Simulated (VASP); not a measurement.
# Au (Fm-3m) in VASP: a series of runs

Runs on Au. Level: PBE. Tasks: single point, relaxation of cell and atoms.

Everything below comes from runs of VASP 6.6.1. Logs are shortened: lines on timing, memory, paths and dates and some standing lists are left out, and cuts for length are marked.

## Step 1: The cell of the first run

The structure is cubic, space group Fm-3m (No. 225). The conventional cell has a = 4.158 Å, b = 4.158 Å, c = 4.158 Å, α = 90.00°, β = 90.00°, γ = 90.00°. Within 3.9 Å of Au (site symmetry m-3m) lie 12 Au at 2.94 Å.

## Step 2: Single point, PBE

Input file INCAR:

```
SYSTEM = Au
PREC = Accurate ; ENCUT = 520
EDIFF = 1E-6 ; ISMEAR = 0
SIGMA = 0.1 ; LREAL = .False.
LASPH = .True. ; NELM = 60
ALGO = Fast ; ISIF = 2
LWAVE = .False. ; LCHARG = .True.
GGA = PE ; LELF = .True.
LVHAR = .True. ; NBANDS = 12
```

Input file KPOINTS:

```
regular mesh
0
Gamma
  32 32 32
  0 0 0
```

Input file POSCAR:

```
Au
1.0
    0.0000000000      2.0787687268      2.0787687268
    2.0787687268      0.0000000000      2.0787687268
    2.0787687268      2.0787687268      0.0000000000
Au
1
Direct
    0.0000000000      0.0000000000      0.0000000000
```

Potentials or basis: VASP PAW PBE potentials, release 64 (Au).

Command:

```bash
$ cat potpaw_PBE.64/Au/POTCAR > POTCAR
$ mpirun -np 1 vasp_std > vasp.out
```

OUTCAR:

```text
SYSTEM = Au
   PREC = Accurate
   ENCUT = 520
   EDIFF = 1E-6
   ISMEAR = 0
   LREAL = .False.
   LASPH = .True.
   NELM = 60
   ISIF = 2
   GGA = PE

 ion  position               nearest neighbor table
   1  0.000  0.000  0.000-

  LATTYP: Found a face centered cubic cell.
 ALAT       =     4.1575374536

  Lattice vectors:

 A1 = (   0.0000000000,   2.0787687268,   2.0787687268)
 A2 = (   2.0787687268,   0.0000000000,   2.0787687268)
 A3 = (   2.0787687268,   2.0787687268,   0.0000000000)

Analysis of symmetry for initial positions (statically):
=====================================================================
 Subroutine PRICEL returns:
 Original cell was already a primitive cell.

 Routine SETGRP: Setting up the symmetry group for a
 face centered cubic supercell.

 Subroutine GETGRP returns: Found 48 space group operations
 (whereof 48 operations were pure point group operations)
 out of a pool of 48 trial point group operations.

The static configuration has the point symmetry O_h .

Analysis of symmetry for dynamics (positions and initial velocities):
=====================================================================
 Subroutine PRICEL returns:
 Original cell was already a primitive cell.

 Routine SETGRP: Setting up the symmetry group for a
 face centered cubic supercell.

 Subroutine GETGRP returns: Found 48 space group operations
 (whereof 48 operations were pure point group operations)
 out of a pool of 48 trial point group operations.

The dynamic configuration has the point symmetry O_h .

 Subroutine INISYM returns: Found 48 space group operations
 (whereof 48 operations are pure point group operations),
 and found     1 'primitive' translations

----------------------------------------------------------------------------------------

                                     Primitive cell

  volume of cell :      17.9659

  direct lattice vectors                    reciprocal lattice vectors
     0.000000000  2.078768727  2.078768727    -0.240526997  0.240526997  0.240526997
     2.078768727  0.000000000  2.078768727     0.240526997 -0.240526997  0.240526997
     2.078768727  2.078768727  0.000000000     0.240526997  0.240526997 -0.240526997

  length of vectors
     2.939822926  2.939822926  2.939822926     0.416604980  0.416604980  0.416604980

  position of ions in fractional coordinates (direct lattice)
     0.000000000  0.000000000  0.000000000

  ion indices of the primitive-cell ions
   primitive index   ion index
                 1           1

----------------------------------------------------------------------------------------

 KPOINTS: regular mesh

Automatic generation of k-mesh.
 Grid dimensions read from file:
 generate k-points for:   32   32   32

 Generating k-lattice:

  Cartesian coordinates                     Fractional coordinates (reciprocal lattice)
    -0.007516469  0.007516469  0.007516469     0.031250000  0.000000000  0.000000000
     0.007516469 -0.007516469  0.007516469     0.000000000  0.031250000  0.000000000
     0.007516469  0.007516469 -0.007516469     0.000000000  0.000000000  0.031250000

  Length of vectors
     0.013018906  0.013018906  0.013018906

  Shift w.r.t. Gamma in fractional coordinates (k-lattice)
     0.000000000  0.000000000  0.000000000

 Subroutine IBZKPT returns following result:
 ===========================================

 Found    897 irreducible k-points:

 Following reciprocal coordinates:
            Coordinates               Weight
  0.000000  0.000000  0.000000      1.000000
  0.031250  0.000000  0.000000      8.000000
  0.062500  0.000000  0.000000      8.000000
  0.093750  0.000000  0.000000      8.000000
  0.125000  0.000000  0.000000      8.000000
  0.156250  0.000000  0.000000      8.000000
[... 16 lines left out ...]
  0.187500  0.031250  0.000000     24.000000
  0.218750  0.031250  0.000000     24.000000
 [... further k-points ...]
   k-points           NKPTS =    897   k-points in BZ     NKDIM =    897   number of bands    NBANDS=     12
   number of dos      NEDOS =    301   number of ions     NIONS =      1
   total plane-waves  NPLWV =  13824
   dimension x,y,z NGX =    24 NGY =   24 NGZ =   24
   dimension x,y,z NGXF=    48 NGYF=   48 NGZF=   48
   ions per type =               1
   NGX,Y,Z   is equivalent  to a cutoff of  13.57, 13.57, 13.57 a.u.
   NGXF,Y,Z  is equivalent  to a cutoff of  27.14, 27.14, 27.14 a.u.
 SYSTEM =  Au
   PREC   = accura    normal or accurate (medium, high low for compatibility)
   ISTART =      0    job   : 0-new  1-cont  2-samecut
   ICHARG =      2    charge: 1-file 2-atom 10-const
   ISPIN  =      1    spin polarized calculation?
   LNONCOLLINEAR =      F non collinear calculations
   LSORBIT =      F    spin-orbit coupling
   LASPH  =      T    aspherical Exc in radial PAW
   ENCUT  =  520.0 eV  38.22 Ry    6.18 a.u.   5.47  5.47  5.47*2*pi/ulx,y,z
   NELM   =     60;   NELMIN=  2; NELMDL= -5     # of ELM steps
   EDIFF  = 0.1E-05   stopping-criterion for ELM
   LREAL  =      F    real-space projection
   EDIFFG = 0.1E-04   stopping-criterion for IOM
   NSW    =      0    number of steps for IOM
   IBRION =     -1    ionic relax: 0-MD 1-quasi-New 2-CG
   NFREE  =      0    steps in history (QN), initial steepest desc. (CG)
   ISIF   =      2    stress and relaxation
   ISYM   =      2    0-nonsym 1-usesym 2-fastsym
   POTIM  = 0.5000    time-step for ionic-motion
   TEBEG  =    0.0;   TEEND  =   0.0 temperature during run
   PSTRESS=    0.0 pullay stress
   NELECT =      11.0000    total number of electrons
   NUPDOWN=      -1.0000    fix difference up-down
   EMIN   =  10.00;   EMAX   =-10.00  energy-range for DOS
   EFERMI =   0.00;   METHOD = LEGACY
   ISMEAR =     0;   SIGMA  =   0.10  broadening in eV -4-tet -1-fermi 0-gaus
   EFERMI_NEDOS =   21; number of points for ismear=-14 and -15
   IALGO  =     68    algorithm
   IMIX   =      4    mixing-type and parameters
     AMIX     =   0.40;   BMIX     =  1.00
     AMIX_MAG =   1.60;   BMIX_MAG =  1.00
  volume/ion in A,a.u.               =      17.97       121.24
  Fermi-wavevector in a.u.,A,eV,Ry     =   1.390133  2.626970 26.292831  1.932469
  Thomas-Fermi vector in A             =   2.514097
   LORBIT       =      0    0 simple, 1 ext, 2 COOP (PROOUT), +10 PAW based schemes
   GGA     = PE    functional components
   LHFCALC =     F    Hartree Fock is set to
   AEXX    =    0.0000 exact exchange contribution
   IVDW    =     0    specifies the selected vdW correction
   LEPSILON=     F    determine dielectric tensor
   LRPA    =     F    only Hartree local field effects (RPA)
 non-spin polarized calculation
 RMM-DIIS sequential band-by-band and
 Gauss-broadening in eV      SIGMA  =   0.10
  energy-cutoff  :      520.00
  volume of cell :       17.97
 maximum number of plane-waves:       531
 NGX is ok and might be reduce to    24
   NGX = 11   NGY = 11   NGZ = 11

 number of electron      11.0000002 magnetization

 Free energy of the ion-electron system (eV)
  ---------------------------------------------------
  ext. energy  EPLUGINS =         0.00000000
  ---------------------------------------------------
  free energy    TOTEN  =        -3.22163982 eV

  energy without entropy =       -3.22046580  energy(sigma->0) =       -3.22105281

 E-fermi :   8.6508     XC(G=0): -12.4025

 val. band max:        8.6484121062   @ k =   0.4688   0.4063   0.0313
 cond. band min:       8.6581343142   @ k =   0.5000   0.2812   0.0938
 fundamental gap:      0.0097222080
 Fermi energy:         8.6507820403

 k-point     1 :       0.0000    0.0000    0.0000
  band No.  band energies     occupation
      1      -0.6916      2.00000
      2       4.1987      2.00000
      3       4.1987      2.00000
      4       4.1987      2.00000
      5       5.5776      2.00000
      6       5.5776      2.00000
      7      23.1995      0.00000
      8      26.8946      0.00000
      9      26.8946      0.00000
     10      26.8946      0.00000
     11      31.6349      0.00000
     12      35.7176      0.00000

 k-point     2 :       0.0313    0.0000    0.0000
  band No.  band energies     occupation
      1      -0.6589      2.00000
      2       4.1884      2.00000
      3       4.2098      2.00000
      4       4.2098      2.00000
      5       5.5725      2.00000
      6       5.5725      2.00000
      7      23.2364      0.00000
      8      26.6456      0.00000
      9      26.9304      0.00000
     10      26.9304      0.00000
     11      31.8543      0.00000
     12      35.1414      0.00000

 k-point     3 :       0.0625    0.0000    0.0000
  band No.  band energies     occupation
      1      -0.5615      2.00000
      2       4.1589      2.00000
      3       4.2420      2.00000
      4       4.2420      2.00000
      5       5.5588      2.00000
      6       5.5588      2.00000
      7      23.3391      0.00000
      8      26.0146      0.00000
      9      27.0355      0.00000
     10      27.0355      0.00000
     11      32.2771      0.00000
     12      34.3347      0.00000
[... 286 lines left out ...]
 k-point    23 :       0.1875    0.0313    0.0000
  band No.  band energies     occupation
      1       0.3122      2.00000
      2       3.9694      2.00000
      3       4.4516      2.00000
      4       4.4581      2.00000
      5       5.4530      2.00000
      6       5.6319      2.00000
      7      22.1843      0.00000
      8      24.2536      0.00000
      9      27.2419      0.00000
     10      28.2217      0.00000
     11      30.1138      0.00000
     12      32.2473      0.00000

 k-point    24 :       0.2188    0.0313    0.0000
  band No.  band energies     occupation
      1       0.6342      2.00000
      2       3.9651      2.00000
      3       4.4759      2.00000
      4       4.4836      2.00000
      5       5.5048      2.00000
      6       5.6965      2.00000
      7      21.0540      0.00000
      8      24.2944      0.00000
      9      27.2856      0.00000
     10      28.5806      0.00000
     11      29.6231      0.00000
     12      31.7868      0.00000

 [... further k-points ...]

------------------------ aborting loop because EDIFF is reached ----------------------------------------

  FORCE on cell =-STRESS in cart. coord.  units (eV):
  Direction    XX          YY          ZZ          XY          YZ          ZX
  --------------------------------------------------------------------------------------
  -------------------------------------------------------------------------------------
  Total       -0.0173013     -0.0173013     -0.0173013      0.0000000      0.0000000     -0.0000000
  in kB       -1.5429128     -1.5429128     -1.5429128      0.0000000      0.0000000     -0.0000000
  external PRESSURE =      -1.5429128 kB  Pullay stress =       0.0000000 kB

 VOLUME and BASIS-vectors are now :
 -----------------------------------------------------------------------------
  energy-cutoff  :      520.00
  volume of cell :       17.97
      direct lattice vectors                 reciprocal lattice vectors
     0.000000000  2.078768727  2.078768727    -0.240526997  0.240526997  0.240526997
     2.078768727  0.000000000  2.078768727     0.240526997 -0.240526997  0.240526997
     2.078768727  2.078768727  0.000000000     0.240526997  0.240526997 -0.240526997

 POSITION                                       TOTAL-FORCE (eV/Angst)
 -----------------------------------------------------------------------------------
      0.00000      0.00000      0.00000        -0.000000     -0.000000     -0.000000
 -----------------------------------------------------------------------------------
    total drift:                               -0.000000      0.000000      0.000000

  FREE ENERGIE OF THE ION-ELECTRON SYSTEM (eV)
  ---------------------------------------------------
  free  energy   TOTEN  =        -3.2216398223 eV

  energy  without entropy=       -3.2204658015  energy(sigma->0) =       -3.22105281
```

Wall time 55 s (1 thread of Intel Xeon 6975P-C (Granite Rapids), shared host); peak memory 0.31 GiB.

What came out:

| Item | Value |
| --- | --- |
| Free energy | -3.2216 eV |
| Pressure | -0.2 GPa |
| Band gap on the k mesh | zero (an odd number of electrons rules out a gap without spin polarisation) |

Levels at points of the mesh, in eV from the Fermi level:
```tsv
k point	band 4	band 5	band 6	band 7	band 8	band 9
(0.00, 0.00, 0.00)	-4.45	-3.07	-3.07	14.55	18.24	18.24
(0.50, 0.00, 0.00)	-1.98	-1.98	-0.75	2.76	13.99	16.70
(0.50, 0.50, 0.00)	-1.69	-1.69	1.14	5.32	9.82	9.82
```

Caveat: spin-orbit coupling is left out, which moves the levels of the heavy elements.

## Step 3: Relaxation of cell and atoms, PBE

Input file INCAR:

```
SYSTEM = Au
  PREC = Accurate
  ENCUT = 600
  EDIFF = 1E-7
  ISMEAR = 0
  SIGMA = 0.1
  LREAL = .False.
  LASPH = .True.
  NELM = 100
  ALGO = Fast
  ISIF = 3
  LWAVE = .False.
  LCHARG = .False.
  GGA = PE
  IBRION = 2
  NSW = 80
  EDIFFG = -0.003
```

Input file KPOINTS:

```
Automatic mesh
0
Gamma
  32 32 32
  0 0 0
```

Input file POSCAR:

```
Au
1.0
    0.0000000000      2.0790000000      2.0790000000
    2.0790000000      0.0000000000      2.0790000000
    2.0790000000      2.0790000000      0.0000000000
Au
1
Direct
    0.0000000000      0.0000000000      0.0000000000
```

Potentials or basis: VASP PAW PBE potentials, release 64 (Au).

Command:

```bash
$ cat potpaw_PBE.64/Au/POTCAR > POTCAR
$ mpirun -np 1 vasp_std > vasp.out
```

It took 94 s on 1 thread of Intel Xeon 6975P-C (Granite Rapids), shared host; peak memory 0.32 GiB.

Results (log left out):

| Item | Value |
| --- | --- |
| Free energy | -3.2216 eV |
| Relaxed volume | 17.95 Å³/atom |
| Relaxed cell | a = 2.939 Å, b = 2.939 Å, c = 2.939 Å, α = 60.00°, β = 60.00°, γ = 60.00° |
| Space group after relaxing (to 0.1 Å) | Fm-3m (No. 225) |
| Energy gained by relaxing | 0.0 meV/atom |
| Ionic steps | 3 |
| Pressure after relaxing | 0.0 GPa |
| Band gap on the k mesh | zero (an odd number of electrons rules out a gap without spin polarisation) |

Final structure:
```xyz
1
Lattice="0.0000 2.0780 2.0780 2.0780 0.0000 2.0780 2.0780 2.0780 0.0000" Properties=species:S:1:pos:R:3 pbc="T T T"
Au    0.0000    0.0000    0.0000
```

Levels at points of the mesh, in eV from the Fermi level:
```
           k point  band 4  band 5  band 6  band 7  band 8  band 9
(0.00, 0.00, 0.00)   -4.46   -3.08   -3.08   14.55   18.25   18.25
(0.50, 0.00, 0.00)   -1.98   -1.98   -0.75    2.77   13.99   16.71
(0.50, 0.50, 0.00)   -1.69   -1.69    1.13    5.33    9.83    9.83
```

Caveat: spin-orbit coupling is left out, which moves the levels of the heavy elements.
